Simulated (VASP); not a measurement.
Write the native input for VASP 6.6.1 that does the following.

| Property | Result |
| --- | --- |
| Task | single point |
| Functional | PBE |
| Potentials or basis | VASP PAW PBE potentials, release 64 (Rb_sv, Cl) |
| Cutoff | 400 eV |
| k mesh | 4 × 4 × 1 |
| Occupations | gaussian, width 0.15 eV |
| Spin | no spin polarisation |
| Dipole correction | yes |
| Further INCAR settings | ALGO = Normal; EDIFF = 1e-06; NBANDS = 24; NELMDL = -8 |

The structure of RbCl lies in POSCAR:

```
RbCl
1.0
    4.6301352032      0.0000000000      0.0000000000
    0.0000000000      4.6301352032      0.0000000000
    0.0000000000      0.0000000000     16.2740000000
Rb Cl
2 2
Direct
    0.0000000000      0.0000000000      0.3994101020
    0.5000000000      0.5000000000      0.6005898980
    0.5000000000      0.5000000000      0.3994101020
    0.0000000000      0.0000000000      0.6005898980
```

One way to write it, as run:

INCAR

```
PREC = Accurate ; ENCUT = 400
EDIFF = 1E-6 ; ISMEAR = 0
SIGMA = 0.15 ; LREAL = False
LASPH = True ; NELM = 120
ALGO = Normal ; ISIF = 2
LWAVE = False ; LCHARG = True
LDIPOL = True ; IDIPOL = 3
DIPOL = 0.5 0.5 0.500 ; GGA = PE
LELF = True ; LVHAR = True
LVACPOTAV = True ; NBANDS = 24
GGA_COMPAT = False ; NELMDL = -8
```

KPOINTS

```
Automatic mesh
0
Gamma
  4 4 1
```

Potentials or basis: VASP PAW PBE potentials, release 64 (Rb_sv, Cl).

Launch:

```console
$ cat potpaw_PBE.64/Rb_sv/POTCAR potpaw_PBE.64/Cl/POTCAR > POTCAR
$ mpirun -np 1 vasp_std > vasp.out
```

It gave:

```yaml
Largest_force: 0.045 eV/Å
Band_gap_on_the_k_mesh: 4.74 eV, direct
```

Run time: 62 s on 1 thread of Intel(R) Xeon(R) Platinum 8259CL CPU @ 2.50GHz (Skylake/Cascade Lake), with other jobs on the host, peak memory 0.29 GiB.
